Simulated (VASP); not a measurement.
# Cr (Im-3m) in VASP: single point with r2SCAN

Aim: the single point of Cr with r2SCAN.

Everything below comes from runs of VASP 6.6.1. Logs are shortened: lines on timing, memory, paths and dates and some standing lists are left out, and cuts for length are marked.

## Step 1: The cell of the first run

It takes space group Im-3m (No. 229, cubic). The conventional cell has a = 2.829 Å, b = 2.829 Å, c = 2.829 Å, α = 90.00°, β = 90.00°, γ = 90.00°. Cr (site symmetry m-3m) has 14 Cr at 2.45 to 2.83 Å within 3.2 Å.

## Step 2: Single point, r2SCAN, collinear spin, antiferromagnetic start

POSCAR

```
Cr
1.0
    0.0000000000      2.8289547296      0.0000000000
    2.8289547296      0.0000000000      0.0000000000
    2.8289547296      2.8289547296     -2.8289547296
Cr
2
Direct
    0.0000000000      0.0000000000      0.0000000000
    0.0000000000      0.0000000000      0.5000000000
```

INCAR.step1

```
SYSTEM = Cr
ALGO = Normal
EDIFF = 1E-4
ENCUT = 520
GGA = PE
ISMEAR = 0
ISPIN = 2
LASPH = .True.
LCHARG = .False.
LMAXMIX = 4
LREAL = .False.
LWAVE = .True.
MAGMOM = 2 -2
NBANDS = 23
NELM = 150
PREC = Accurate
SIGMA = 0.05
```

INCAR.step2

```
SYSTEM = Cr
ALGO = Normal
EDIFF = 1E-7
ENCUT = 520
ISIF = 2
ISMEAR = 0
ISPIN = 2
ISTART = 1
LASPH = .True.
LCHARG = .True.
LELF = .True.
LMAXMIX = 4
LMIXTAU = .True.
LORBIT = 11
LREAL = .False.
LVHAR = .True.
LWAVE = .False.
MAGMOM = 2 -2
METAGGA = R2SCAN
NBANDS = 23
NELM = 150
PREC = Accurate
SIGMA = 0.05
```

KPOINTS

```
k-points
0
Gamma
  20 20 10
  0 0 0
```

Potentials or basis: VASP PAW PBE potentials, release 64 (Cr_pv).

On the command line:

```console
$ cat potpaw_PBE.64/Cr_pv/POTCAR > POTCAR
$ cp INCAR.step1 INCAR
$ mpirun -np 1 vasp_std > vasp.out
$ cp INCAR.step2 INCAR
$ mpirun -np 1 vasp_std > vasp.out
```

OUTCAR:

```text
SYSTEM = Cr
   EDIFF = 1E-7
   ENCUT = 520
   ISIF = 2
   ISMEAR = 0
   ISPIN = 2
   ISTART = 1
   LASPH = .True.
   LORBIT = 11
   LREAL = .False.
   METAGGA = R2SCAN
   NELM = 150
   PREC = Accurate

 ion  position               nearest neighbor table
   1  0.000  0.000  0.000-   2 2.45   2 2.45   2 2.45   2 2.45   2 2.45   2 2.45   2 2.45   2 2.45

   2  0.000  0.000  0.500-   1 2.45   1 2.45   1 2.45   1 2.45   1 2.45   1 2.45   1 2.45   1 2.45

  LATTYP: Found a simple cubic cell.
 ALAT       =     2.8289547296

  Lattice vectors:

 A1 = (   0.0000000000,   2.8289547296,   0.0000000000)
 A2 = (   2.8289547296,   0.0000000000,   0.0000000000)
 A3 = (   0.0000000000,   0.0000000000,  -2.8289547296)

Analysis of symmetry for initial positions (statically):
=====================================================================
 Subroutine PRICEL returns following result:

  LATTYP: Found a body centered cubic cell.
 ALAT       =     2.8289547296
[... 12 lines left out ...]
 Subroutine GETGRP returns: Found 48 space group operations
 (whereof 48 operations were pure point group operations)
 out of a pool of 48 trial point group operations.

The static configuration has the point symmetry O_h .

Analysis of symmetry for dynamics (positions and initial velocities):
=====================================================================
 Subroutine PRICEL returns following result:

  LATTYP: Found a body centered cubic cell.
 ALAT       =     2.8289547296
[... 12 lines left out ...]
 Subroutine GETGRP returns: Found 48 space group operations
 (whereof 48 operations were pure point group operations)
 out of a pool of 48 trial point group operations.

The dynamic configuration has the point symmetry O_h .

Analysis of structural, dynamic, and magnetic symmetry:
=====================================================================
 Subroutine PRICEL returns following result:

  LATTYP: Found a body centered cubic cell.
 ALAT       =     2.8289547296
[... 12 lines left out ...]
 Subroutine GETGRP returns: Found 48 space group operations
 (whereof 48 operations were pure point group operations)
 out of a pool of 48 trial point group operations.

The overall configuration has the point symmetry O_h .

 Subroutine INISYM returns: Found 48 space group operations
 (whereof 48 operations are pure point group operations),
 and found     2 'primitive' translations

----------------------------------------------------------------------------------------

                                     Primitive cell

  volume of cell :      11.3200

  direct lattice vectors                    reciprocal lattice vectors
    -1.414477365 -1.414477365 -1.414477365    -0.353487452  0.000000000 -0.353487452
    -1.414477365  1.414477365  1.414477365    -0.353487452  0.353487452 -0.000000000
[... 112 lines left out ...]
   LEPSILON=     F    determine dielectric tensor
   LRPA    =     F    only Hartree local field effects (RPA)
 spin polarized calculation
 Gauss-broadening in eV      SIGMA  =   0.05
  energy-cutoff  :      520.00
  volume of cell :       22.64
 maximum number of plane-waves:       624
 NGX is ok and might be reduce to    24
   NGX = 11   NGY = 11   NGZ = 19

 number of electron      24.0000003 magnetization       0.0000000

 number of electron      24.0000003 magnetization      -0.0000000

 Free energy of the ion-electron system (eV)
  ---------------------------------------------------
  ext. energy  EPLUGINS =         0.00000000
  ---------------------------------------------------
  free energy    TOTEN  =       -29.94841047 eV

  energy without entropy =      -29.94769276  energy(sigma->0) =      -29.94805162

 E-fermi :  11.3564     XC(G=0): -15.0350

 val. band max:       11.3506271264   @ k =  -0.1000   0.5000   0.3000
 cond. band min:      11.3580125557   @ k =   0.4000   0.0500   0.0000
 fundamental gap:      0.0073854294
 Fermi energy:        11.3563532718

 spin component 1

 k-point     1 :       0.0000    0.0000    0.0000
  band No.  band energies     occupation
      1     -34.3544      1.00000
      2     -34.3543      1.00000
      3     -34.3543      1.00000
      4     -31.7147      1.00000
      5     -31.7146      1.00000
      6     -31.7144      1.00000
[... 613 lines left out ...]
     22      26.6614      0.00000
     23      27.2777      0.00000

 [... further k-points ...]

 spin component 2

 k-point     1 :       0.0000    0.0000    0.0000
  band No.  band energies     occupation
      1     -34.3544      1.00000
      2     -34.3543      1.00000
      3     -34.3543      1.00000
      4     -31.7147      1.00000
      5     -31.7146      1.00000
      6     -31.7144      1.00000
[... 613 lines left out ...]
     22      26.6614      0.00000
     23      27.2777      0.00000

 [... further k-points ...]

------------------------ aborting loop because EDIFF is reached ----------------------------------------

  FORCE on cell =-STRESS in cart. coord.  units (eV):
  Direction    XX          YY          ZZ          XY          YZ          ZX
  --------------------------------------------------------------------------------------
  -------------------------------------------------------------------------------------
  Total        2.9345475      2.9345475      2.9345475      0.0000000     -0.0000000      0.0000000
  in kB      207.6699861    207.6699861    207.6699861      0.0000000     -0.0000000      0.0000000
  external PRESSURE =     207.6699861 kB  Pullay stress =       0.0000000 kB

 VOLUME and BASIS-vectors are now :
 -----------------------------------------------------------------------------
  energy-cutoff  :      520.00
  volume of cell :       22.64
      direct lattice vectors                 reciprocal lattice vectors
     0.000000000  2.828954730  0.000000000     0.000000000  0.353487452  0.353487452
     2.828954730  0.000000000  0.000000000     0.353487452  0.000000000  0.353487452
     2.828954730  2.828954730 -2.828954730     0.000000000  0.000000000 -0.353487452

 POSITION                                       TOTAL-FORCE (eV/Angst)
 -----------------------------------------------------------------------------------
      0.00000      0.00000      0.00000        -0.000000     -0.000000     -0.000000
      1.41448      1.41448     -1.41448         0.000000      0.000000      0.000000
 -----------------------------------------------------------------------------------
    total drift:                                0.000000      0.000000     -0.000000

  FREE ENERGIE OF THE ION-ELECTRON SYSTEM (eV)
  ---------------------------------------------------
  free  energy   TOTEN  =       -29.9484104721 eV

  energy  without entropy=      -29.9476927610  energy(sigma->0) =      -29.94805162

 total charge

# of ion       s       p       d       tot
------------------------------------------
    1        0.698   6.436   4.203  11.337
    2        0.698   6.436   4.203  11.337
--------------------------------------------------
tot          1.396  12.872   8.406  22.674

 magnetization (x)

# of ion       s       p       d       tot
------------------------------------------
    1        0.065   0.032   1.927   2.023
    2       -0.065  -0.032  -1.927  -2.023
--------------------------------------------------
tot          0.000   0.000  -0.000  -0.000
```

OUTCAR.step1:

```text
SYSTEM = Cr
   EDIFF = 1E-4
   ENCUT = 520
   GGA = PE
   ISMEAR = 0
   ISPIN = 2
[... 1522 lines left out ...]
      0.00000      0.00000      0.00000        -0.000000      0.000000      0.000000
      1.41448      1.41448     -1.41448         0.000000     -0.000000     -0.000000
 -----------------------------------------------------------------------------------
    total drift:                                0.000000      0.000000     -0.000000

  FREE ENERGIE OF THE ION-ELECTRON SYSTEM (eV)
  ---------------------------------------------------
  free  energy   TOTEN  =       -19.0399847555 eV

  energy  without entropy=      -19.0387951326  energy(sigma->0) =      -19.03938994
```

Wall time 17 min (1 thread of Intel Xeon 8259CL, shared host); peak memory 0.26 GiB.

What came out:

```
Free energy                                           : -29.9484 eV
Pressure                                              : 20.8 GPa
Band gap on the k mesh                                : zero (filled and empty bands overlap)
Net moment                                            : 0.00 μB per cell
Site moments                                          : Cr +2.02, -2.02 μB
Valence electrons inside the program's atomic spheres : Cr 11.34
```

Levels at points of the mesh, in eV from the Fermi level:
Spin up:
| k point | band 10 | band 11 | band 12 | band 13 | band 14 | band 15 |
| --- | --- | --- | --- | --- | --- | --- |
| (0.00, 0.00, 0.00) | -1.27 | -1.27 | -1.27 | 1.56 | 1.73 | 1.73 |
| (0.50, 0.00, 0.00) | -2.80 | 0.90 | 0.91 | 0.98 | 1.27 | 1.62 |
| (0.00, 0.00, 0.50) | -1.53 | -1.53 | -0.83 | -0.47 | 0.90 | 0.90 |
| (0.50, 0.50, 0.50) | -1.73 | -1.73 | -1.73 | 1.04 | 1.04 | 1.53 |
Spin down:
| k point | band 10 | band 11 | band 12 | band 13 | band 14 | band 15 |
| --- | --- | --- | --- | --- | --- | --- |
| (0.00, 0.00, 0.00) | -1.27 | -1.27 | -1.27 | 1.56 | 1.73 | 1.73 |
| (0.50, 0.00, 0.00) | -2.80 | 0.90 | 0.91 | 0.98 | 1.27 | 1.62 |
| (0.00, 0.00, 0.50) | -1.53 | -1.53 | -0.83 | -0.47 | 0.90 | 0.90 |
| (0.50, 0.50, 0.50) | -1.73 | -1.73 | -1.73 | 1.04 | 1.04 | 1.53 |

Caveat: the cell stands under pressure; the PAW data sets were made with another functional, which shifts forces and pressure a little.
